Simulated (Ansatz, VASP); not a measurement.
# W: VASP beside Ansatz

```
W
1.0
    -1.63723    1.63723    1.51744
     1.63723   -1.63723    1.51744
     1.63723    1.63723   -1.51744
W
1
Cartesian
  0.0000 0.0000 0.0000
```

Change from the starting cell: strain +0.025 along x and y, -0.050 along z, atoms carried along.

Alike in both runs: task single point; functional PBE; k mesh 20 × 20 × 20; occupations gaussian, width 0.15 eV; no spin polarisation.

```csv
,VASP,Ansatz
version,VASP 6.6.1,Ansatz 0.2.0
potentials or method,"VASP PAW PBE potentials, release 64 (W_sv), cutoff 520 eV","scalar-relativistic, plane waves, PAW"
valence electrons in the cell,14,14
```

```tsv
	VASP	Ansatz	Ansatz less VASP
gap on the k mesh at the Fermi level (eV)	none	none	-
pressure (GPa)	-1.1	-1.5	-0.43
traceless stress, the component that is largest in VASP (GPa)	16.15	16.15	+0.001
```

A gap of «none» marks a metal or a gap that the smearing closes.

Neither program's run includes spin-orbit coupling.
